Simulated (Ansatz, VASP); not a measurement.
## Two plane-wave programs on Hf2SiBr

```
Hf Si Br
1.0
     3.22905    0.00000    0.00000
    -1.61453    2.79644    0.00000
     0.00000    0.00000   10.52066
Hf Si Br
2 1 1
Direct
  0.00000 0.00000 0.25417
  0.00000 0.00000 0.74583
  0.00000 0.00000 0.00000
  0.00000 0.00000 0.50000
```

Alike in both runs: functional PBE; k mesh 6 × 6 × 4; occupations gaussian, width 0.1 eV; no spin polarisation.

Ansatz relaxed the structure, and its values are those at the end. VASP's run is a single point on that final structure, the one shown.

```csv
,VASP,Ansatz
version,VASP 6.6.1,Ansatz 0.2.0
potentials or method,"VASP PAW PBE potentials, release 64 (Hf_pv, Si, Br), cutoff 520 eV","scalar-relativistic, plane waves, PAW"
valence electrons in the cell,31,63
```

|  | VASP | Ansatz | Ansatz less VASP |
| --- | --- | --- | --- |
| gap on the k mesh at the Fermi level (eV) | none | none | - |
| pressure (GPa) | -0.2 | 0.0 | +0.21 |
| rms of the force components (eV/Å) | 0.011 | 0.001 | -0.0107 |

A gap of «none» marks a metal or a gap that the smearing closes. With one functional, cell and mesh, what is left measures potentials, basis and numerics. VASP's potentials hold 31 valence electrons a cell and Ansatz's 63, so a difference there can come from the potentials and not from the codes.

The k mesh is coarse, so the values compare programs but aren't converged. Neither program's run includes spin-orbit coupling.
